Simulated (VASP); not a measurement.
The system is Hg.

```
Hg
1.0
     3.41330    0.00000    0.00000
     0.00000    5.49913    0.00000
    -1.69985    0.00000    3.02413
Hg
2
Direct
  0.65156 0.25000 0.80423
  0.34844 0.75000 0.19577
```

- Program: VASP 6.6.1
- Task: relaxation of cell and atoms
- Functional: PBE
- Dispersion: D3(BJ)
- Potentials or basis: VASP PAW PBE potentials, release 64 (Hg)
- Cutoff: 600 eV
- k mesh: 8 × 4 × 8
- Occupations: fermi-dirac, width 0.02 eV
- Spin: no spin polarisation

At the start: pressure -0.8 GPa; volume 28.38 Å³/atom.

Q: Where does the relaxation end?

A: Over 21 steps the energy falls by 11.3 meV/atom and the volume is 25.94 Å³/atom (-8.6 %); space group Cmcm (No. 63, to 0.1 Å) before and after.

The path:
| step | energy change (eV) | largest force (eV/Å) | pressure (GPa) | volume (Å³) |
| --- | --- | --- | --- | --- |
| 1 | 0.0000 | 0.0109 | -0.76 | 56.76 |
| 2 | -0.0049 | 0.0088 | -0.56 | 55.66 |
| 3 | -0.0188 | 0.0048 | -0.22 | 52.44 |
| 4 | 0.0377 | 0.0108 | 3.98 | 46.35 |
| 5 | -0.0197 | 0.0041 | 0.03 | 51.85 |
| 6 | -0.0197 | 0.0039 | 0.16 | 51.63 |
| 7 | -0.0216 | 0.0072 | 0.28 | 51.39 |
| 8 | -0.0218 | 0.0079 | 0.32 | 51.30 |
| 9 | -0.0224 | 0.0086 | -0.07 | 52.00 |
| 10 | -0.0224 | 0.0086 | 0.01 | 51.89 |
| 11 | -0.0224 | 0.0086 | -0.02 | 51.92 |
| 12 | -0.0224 | 0.0087 | -0.02 | 51.91 |
| 13 | -0.0224 | 0.0080 | 0.00 | 51.90 |
| 14 | -0.0225 | 0.0064 | 0.02 | 51.88 |
| 15 | -0.0224 | 0.0039 | 0.06 | 51.84 |
| 16 | -0.0225 | 0.0054 | -0.02 | 51.86 |
| 17 | -0.0225 | 0.0057 | 0.01 | 51.87 |
| 18 | -0.0225 | 0.0048 | 0.00 | 51.88 |
| 19 | -0.0225 | 0.0027 | -0.02 | 51.90 |
| 20 | -0.0225 | 0.0030 | -0.01 | 51.90 |
| 21 | -0.0225 | 0.0039 | 0.01 | 51.89 |

Final structure:
```yaml
crystal:
  lattice:
    - [3.24438, 0.00000, -0.00569]
    - [0.00000, 5.50292, 0.00000]
    - [-1.62081, 0.00000, 2.90910]
  atoms:
    - { symbol: Hg, position: [0.65058, 0.25000, 0.80228] }
    - { symbol: Hg, position: [0.34942, 0.75000, 0.19772] }
```
